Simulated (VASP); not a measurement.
Runs of VASP 6.6.1 on InP. The structure is that of space group F-43m (No. 216), or close to it. The cells are those of the table. 

```tsv
cell	gap on the mesh (eV)	pressure (GPa)
a = 4.186, b = 4.144 Å, angles 60.3, 59.3, 60.3°, 2 atoms	0.57	(a)
a = 4.218, b = 4.144 Å, angles 60.6, 58.9, 60.6°, 2 atoms	(c)	0.9
a = 4.228, b = 4.144 Å, angles 60.7, 58.7, 60.7°, 2 atoms	0.43	0.6
a = 4.124, b = 4.144 Å, angles 59.8, 60.3, 59.8°, 2 atoms	0.74	(b)
a = 4.165, b = 4.144 Å, angles 60.2, 59.7, 60.2°, 2 atoms	0.64	2.6
```

Alike in all rows: task single point; level PBE; potentials or basis VASP PAW PBE potentials, release 64 (In_d, P); no spin polarisation; k mesh 8 × 8 × 8; cutoff (eV) 520; smearing gaussian 0.05 eV.

**Question.** Estimate the missing entries.

**Answer.** (a) 1.9; (b) 4.0; (c) 0.46.

Caveats: spin-orbit coupling is left out, which moves the levels of the heavy elements.

A k mesh can miss the band edges, and the runs leave out spin-orbit coupling on In.
